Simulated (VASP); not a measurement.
Write the native input for VASP 6.6.1 that does the following.

```
Task                   : single point
Functional             : PBEsol
Potentials or basis    : VASP PAW PBE potentials, release 64 (Ti_sv, C)
Cutoff                 : 520 eV
k mesh                 : 6 × 6 × 6
Occupations            : gaussian, width 0.1 eV
Spin                   : no spin polarisation
Dipole correction      : no
Further INCAR settings : ALGO = Normal; EDIFF = 1e-06; NBANDS = 70
```

The structure of Ti8C5 lies in POSCAR:

```
Ti8C5
1.0
    3.0650659206      1.7696166343      4.9656448273
   -3.0650659206      1.7696166343      4.9656448273
    0.0000000000     -3.5392332687      4.9656448273
Ti C
8 5
Direct
    0.2497627009      0.7649366888      0.2497627009
    0.2497627009      0.2497627009      0.7649366888
    0.7649366888      0.2497627009      0.2497627009
    0.2350633112      0.7502372991      0.7502372991
    0.7502372991      0.2350633112      0.7502372991
    0.7502372991      0.7502372991      0.2350633112
    0.2436748697      0.2436748697      0.2436748697
    0.7563251303      0.7563251303      0.7563251303
    0.0000000000      0.0000000000      0.5000000000
    0.5000000000      0.0000000000      0.0000000000
    0.0000000000      0.5000000000      0.0000000000
    0.5000000000      0.5000000000      0.5000000000
    0.0000000000      0.0000000000      0.0000000000
```

The input as run:

INCAR

```
SYSTEM = Ti8C5
PREC = Accurate
ENCUT = 520
EDIFF = 1E-6
ISMEAR = 0
SIGMA = 0.1
LREAL = .False.
LASPH = .True.
NELM = 60
ALGO = Normal
ISIF = 2
LWAVE = .False.
LCHARG = .True.
GGA = PS
LELF = .True.
LVHAR = .True.
NBANDS = 70
```

KPOINTS

```
regular mesh
0
Gamma
  6 6 6
  0 0 0
```

Potentials or basis: VASP PAW PBE potentials, release 64 (Ti_sv, C).

The run is started by

```console
$ cat potpaw_PBE.64/Ti_sv/POTCAR potpaw_PBE.64/C/POTCAR > POTCAR
$ mpirun -np 1 vasp_std > vasp.out
```

It gave:

```
Pressure               : -4.8 GPa
Largest force          : 0.032 eV/Å
Band gap on the k mesh : zero (bands 58 and 59 overlap by 0.04 eV)
```

Caveat: the cell stands under tension; the PAW data sets were made with another functional, which shifts forces and pressure a little.

It took 5.5 min on 1 thread of Intel(R) Xeon(R) 6975P-C (Granite Rapids) (shared host), peak memory 0.47 GiB.
